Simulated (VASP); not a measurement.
# HgTe (Fm-3m) in VASP: further runs, part 3 of 3

VASP 6.6.1.

## 5. Single point, PBE

Contents of INCAR:

```
SYSTEM = HgTe
PREC = Accurate
ENCUT = 520
EDIFF = 1E-6
ISMEAR = 0
SIGMA = 0.020999999999999998
LREAL = .FALSE.
LASPH = .TRUE.
NELM = 60
ALGO = Normal
ISIF = 2
LWAVE = .FALSE.
LCHARG = .TRUE.
GGA = PE
LELF = .TRUE.
LVHAR = .TRUE.
NBANDS = 16
```

Contents of KPOINTS:

```
regular mesh
0
G
  7 7 7
  0 0 0
```

Contents of POSCAR:

```
HgTe
1.0
    0.0000000000      3.1800000000      3.1800000000
    3.1800000000      0.0000000000      3.1800000000
    3.1800000000      3.1800000000      0.0000000000
Hg Te
1 1
Direct
    0.0000000000      0.0000000000      0.0000000000
    0.5000000000      0.5000000000      0.5000000000
```

Potentials or basis: VASP PAW PBE potentials, release 64 (Hg, Te).

Run with:

```console
$ cat potpaw_PBE.64/Hg/POTCAR potpaw_PBE.64/Te/POTCAR > POTCAR
$ mpirun -np 1 vasp_std > vasp.out
```

OUTCAR:

```text
SYSTEM = HgTe
   PREC = Accurate
   ENCUT = 520
   EDIFF = 1E-6
   ISMEAR = 0
   LREAL = .FALSE.
   LASPH = .TRUE.
   NELM = 60
   ISIF = 2
   GGA = PE

 ion  position               nearest neighbor table
   1  0.000  0.000  0.000-   2 3.18   2 3.18   2 3.18   2 3.18   2 3.18   2 3.18
   2  0.500  0.500  0.500-   1 3.18   1 3.18   1 3.18   1 3.18   1 3.18   1 3.18

  LATTYP: Found a face centered cubic cell.
 ALAT       =     6.3600000000

  Lattice vectors:

 A1 = (   0.0000000000,   3.1800000000,   3.1800000000)
 A2 = (   3.1800000000,   0.0000000000,   3.1800000000)
 A3 = (   3.1800000000,   3.1800000000,   0.0000000000)

Analysis of symmetry for initial positions (statically):
=====================================================================
 Subroutine PRICEL returns:
 Original cell was already a primitive cell.

 Routine SETGRP: Setting up the symmetry group for a
 face centered cubic supercell.

 Subroutine GETGRP returns: Found 48 space group operations
 (whereof 48 operations were pure point group operations)
 out of a pool of 48 trial point group operations.

The static configuration has the point symmetry O_h .

Analysis of symmetry for dynamics (positions and initial velocities):
[... 157 lines left out ...]
 val. band max:        3.0914594686   @ k =  -0.1429   0.1429   0.0000
 cond. band min:       3.1996771263   @ k =   0.4286   0.0000   0.0000
 fundamental gap:      0.1082176577
 Fermi energy:         3.1014751304

 k-point     1 :       0.0000    0.0000    0.0000
  band No.  band energies     occupation
      1      -8.1722      2.00000
      2      -3.1990      2.00000
      3      -3.1990      2.00000
      4      -3.1491      2.00000
      5      -3.1491      2.00000
      6      -3.1491      2.00000
[... 357 lines left out ...]
      3      -3.1833      2.00000
      4      -3.1198      2.00000
      5      -2.9919      2.00000
      6      -2.7817      2.00000
[... 8 lines left out ...]
     15      13.1182      0.00000
     16      15.2424      0.00000

------------------------ aborting loop because EDIFF is reached ----------------------------------------

  FORCE on cell =-STRESS in cart. coord.  units (eV):
  Direction    XX          YY          ZZ          XY          YZ          ZX
  --------------------------------------------------------------------------------------
  -------------------------------------------------------------------------------------
  Total       -1.4832583     -1.4832583     -1.4832583     -0.0000000     -0.0000000      0.0000000
  in kB      -36.9501332    -36.9501332    -36.9501332     -0.0000000     -0.0000000      0.0000000
  external PRESSURE =     -36.9501332 kB  Pullay stress =       0.0000000 kB

 VOLUME and BASIS-vectors are now :
 -----------------------------------------------------------------------------
  energy-cutoff  :      520.00
  volume of cell :       64.31
      direct lattice vectors                 reciprocal lattice vectors
     0.000000000  3.180000000  3.180000000    -0.157232704  0.157232704  0.157232704
     3.180000000  0.000000000  3.180000000     0.157232704 -0.157232704  0.157232704
     3.180000000  3.180000000  0.000000000     0.157232704  0.157232704 -0.157232704

 POSITION                                       TOTAL-FORCE (eV/Angst)
 -----------------------------------------------------------------------------------
      0.00000      0.00000      0.00000        -0.000000      0.000000      0.000000
      3.18000      3.18000      3.18000         0.000000     -0.000000     -0.000000
 -----------------------------------------------------------------------------------
    total drift:                               -0.000000      0.000000      0.000000

  FREE ENERGIE OF THE ION-ELECTRON SYSTEM (eV)
  ---------------------------------------------------
  free  energy   TOTEN  =        -3.2792025832 eV

  energy  without entropy=       -3.2788724088  energy(sigma->0) =       -3.27903750
```

stdout:

```text
POSCAR found type information on POSCAR HgTe
 POSCAR found :  2 types and       2 ions
 scaLAPACK will be used
 LDA part: xc-table for (Slater+PW92), standard interpolation
 POSCAR, INCAR and KPOINTS ok, starting setup
 FFT: planning ... GRIDC
 FFT: planning ... GRID_SOFT
 FFT: planning ... GRID
 WAVECAR not read
 entering main loop
```

Wall time 25 s (1 thread of AMD EPYC 9R45 (Zen 5), shared host); peak memory 0.17 GiB.

Results:

| Property | Result |
| --- | --- |
| Free energy | -3.2792 eV |
| Pressure | -3.7 GPa |
| Band gap on the k mesh | zero (band 9 reaches 3.25 eV, above the bottom of band 10 at 1.34 eV) |

Levels at points of the mesh, in eV from the Fermi level:
```tsv
k point	band 7	band 8	band 9	band 10	band 11	band 12
(0.00, 0.00, 0.00)	-1.40	-0.56	-0.56	-0.56	7.45	7.45
```

Caveat: spin-orbit coupling is left out, which moves the levels of the heavy elements.

## 6. Single point, PBE

Contents of INCAR:

```
SYSTEM = HgTe
ALGO = Normal
EDIFF = 1E-6
ENCUT = 520
GGA = PE
ISIF = 2
ISMEAR = 0
LASPH = .True.
LCHARG = .False.
LREAL = .False.
LWAVE = .False.
NBANDS = 16
NELM = 100
PREC = Accurate
SIGMA = 0.022
```

Contents of KPOINTS:

```
k-points
0
Gamma
  7 7 7
  0 0 0
```

POSCAR is that of step 5.

Potentials or basis: VASP PAW PBE potentials, release 64 (Hg, Te).

Run with:

```console
$ cat potpaw_PBE.64/Hg/POTCAR potpaw_PBE.64/Te/POTCAR > POTCAR
$ mpirun -np 1 vasp_std > vasp.out
```

It took 26 s on 1 thread of AMD EPYC 9R45 (Zen 5), shared host; peak memory 0.18 GiB.

The run converged. Its results:

```
Free energy            : -3.2792 eV
Pressure               : -3.7 GPa
Band gap on the k mesh : zero (band 9 reaches 3.25 eV, above the bottom of band 10 at 1.34 eV)
```

Levels at points of the mesh, in eV from the Fermi level:
| k point | band 7 | band 8 | band 9 | band 10 | band 11 | band 12 |
| --- | --- | --- | --- | --- | --- | --- |
| (0.00, 0.00, 0.00) | -1.40 | -0.56 | -0.56 | -0.56 | 7.45 | 7.45 |

Caveat: spin-orbit coupling is left out, which moves the levels of the heavy elements.

## 7. Summary

| smearing | gap on the mesh (eV) | pressure (GPa) |
| --- | --- | --- |
| gaussian 0.028 eV | none | -3.7 |
| gaussian 0.018 eV | none | -3.7 |
| gaussian 0.019 eV | none | -3.7 |
| gaussian 0.021 eV | none | -3.7 |
| gaussian 0.022 eV | none | -3.7 |

Alike in all rows: task single point; level PBE; potentials or basis VASP PAW PBE potentials, release 64 (Hg, Te); no spin polarisation; cell as given; k mesh 7 × 7 × 7; cutoff (eV) 520.

Every run on the cell as given and a fine mesh finds a metal.

Caveats: spin-orbit coupling is left out, which moves the levels of the heavy elements.

Total energies depend on the potentials used, so only differences within one code and one set of settings carry meaning.
